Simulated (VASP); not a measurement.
## AlRu: relaxation of cell and atoms with LDA

The system is AlRu.

```xyz
2
Lattice="2.9916 0.0000 0.0000 0.0000 2.9916 0.0000 0.0000 0.0000 2.9916" Properties=species:S:1:pos:R:3 pbc="T T T"
Al    0.0000    0.0000    0.0000
Ru    1.4958    1.4958    1.4958
```

```json
{
 "Program": "VASP 6.6.1",
 "Task": "relaxation of cell and atoms",
 "Functional": "LDA",
 "Potentials or basis": "VASP PAW LDA potentials, release 64 (Al, Ru_pv)",
 "Cutoff": "600 eV",
 "k mesh": "11 × 11 × 11",
 "Occupations": "fermi-dirac, width 0.1 eV",
 "Spin": "no spin polarisation",
 "Dipole correction": "no",
 "Further INCAR settings": "ALGO = Normal; EDIFF = 1e-07; IBRION = 2; EDIFFG = -0.01; NSW = 80; ISIF = 3"
}
```

```yaml
Relaxed_volume: 12.93 Å³/atom
Relaxed_cell: a = 2.957 Å, b = 2.957 Å, c = 2.957 Å, α = 90.00°, β = 90.00°, γ = 90.00°
Space_group_after_relaxing_to_0.1_Å: Pm-3m (No. 221)
Energy_gained_by_relaxing: 10.9 meV/atom
Ionic_steps: 4
Pressure_after_relaxing: 0.0 GPa
Band_gap_on_the_k_mesh: zero (an odd number of electrons rules out a gap without spin polarisation)
```

Step by step:
| step | energy change (eV) | largest force (eV/Å) | pressure (GPa) | volume (Å³) |
| --- | --- | --- | --- | --- |
| 1 | 0.0000 | 0.0000 | -7.41 | 26.77 |
| 2 | 0.0404 | 0.0000 | 14.77 | 24.45 |
| 3 | -0.0218 | 0.0000 | -0.13 | 25.88 |
| 4 | -0.0218 | 0.0000 | 0.03 | 25.86 |

Final structure:
```cif
data_structure
_symmetry_space_group_name_H-M 'P 1'
_symmetry_Int_Tables_number 1
_cell_length_a 2.9572
_cell_length_b 2.9572
_cell_length_c 2.9572
_cell_angle_alpha 90.000
_cell_angle_beta 90.000
_cell_angle_gamma 90.000
_cell_volume 25.86
loop_
_atom_site_label
_atom_site_type_symbol
_atom_site_fract_x
_atom_site_fract_y
_atom_site_fract_z
_atom_site_occupancy
Al1 Al 0.00000 0.00000 0.00000 1
Ru1 Ru 0.50000 0.50000 0.50000 1
```

Levels at points of the mesh, in eV from the Fermi level:
```
           k point  band 7  band 8  band 9  band 10  band 11  band 12
(0.00, 0.00, 0.00)    0.19    0.19    0.19     6.19     6.19     6.19
```

Wall time 40 s on 1 thread of Intel Xeon 8259CL, with other jobs on the host, peak memory 0.15 GiB.

LDA usually gives volumes a few per cent too small. Zero-point motion and thermal expansion aren't in these numbers.
